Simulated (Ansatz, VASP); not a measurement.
One calculation of Ru, two programs

```
Ru
1.0
     2.70580    0.00000    0.00000
    -1.35290    2.34329    0.00000
     0.00000    0.00000    4.28190
Ru
2
Cartesian
  1.3529 0.7811 3.2114
  0.0000 1.5622 1.0705
```

Alike in both runs: task single point; functional PBE; dispersion D3(BJ); k mesh 8 × 8 × 5; occupations fermi-dirac, width 0.02 eV; non-collinear spin, spin-orbit coupling.

|  | VASP | Ansatz |
| --- | --- | --- |
| version | VASP 6.6.1 | Ansatz 0.2.0 |
| potentials or method | VASP PAW PBE potentials, release 64 (Ru_pv) | Ansatz PAW |
| plane-wave cutoff (eV) | 520 | 420 |
| valence electrons in the cell | 28 | 32 |

Ansatz gave:

- pressure (GPa): -3.5
- traceless stress, the component that is largest in VASP (GPa): -0.58
- net moment per atom (μB): 0.00

Estimate VASP's values.

pressure (GPa): -3.5; traceless stress, the component that is largest in VASP (GPa): -0.60; net moment per atom (μB): 0.00.

VASP's potentials hold 28 valence electrons a cell and Ansatz's 32, so a difference there can come from the potentials and not from the codes.
